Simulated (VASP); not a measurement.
## Zr: single point with revPBE

Zr:

```
CELL_PARAMETERS angstrom
-1.79679 2.18673 1.60150
2.18673 -1.79679 1.60150
3.62489 3.62489 -0.88732
ATOMIC_POSITIONS crystal
Zr 0.04152 0.95848 0.00000
Zr 0.70848 0.29152 0.50000
```

- Program: VASP 6.6.1
- Task: single point
- Functional: revPBE
- Potentials or basis: VASP PAW PBE potentials, release 64 (Zr_sv)
- Cutoff: 520 eV
- k mesh: 18 × 18 × 10
- Occupations: fermi-dirac, width 0.1 eV
- Spin: no spin polarisation

| Quantity | Value |
| --- | --- |
| Pressure | 0.0 GPa |
| Band gap on the k mesh | zero (band 12 reaches 9.69 eV, above the bottom of band 13 at 8.53 eV) |

Levels at points of the mesh, in eV from the Fermi level:
```
           k point  band 9  band 10  band 11  band 12  band 13  band 14  band 15  band 16
(0.00, 0.00, 0.00)   -5.59    -2.94     0.89     0.91     1.00     1.06     1.56     1.56
(0.50, 0.00, 0.00)   -2.46    -2.45    -2.05    -0.23     0.60     0.77     1.44     4.81
(0.50, 0.50, 0.00)   -2.45    -2.45    -2.05    -0.23     0.61     0.76     1.43     4.81
(0.00, 0.00, 0.50)   -3.92    -3.92     0.05     0.05     0.81     0.81     0.82     0.82
(0.50, 0.00, 0.50)   -2.77    -2.77    -1.00    -0.99     1.57     1.57     2.21     2.21
(0.50, 0.50, 0.50)   -2.77    -2.77    -0.99    -0.99     1.57     1.57     2.22     2.22
```

Wall time 3.4 min on 1 thread of Intel(R) Xeon(R) 6975P-C (Granite Rapids) (shared host), peak memory 0.67 GiB.

Caveat: the PAW data sets were made with another functional, which shifts forces and pressure a little.
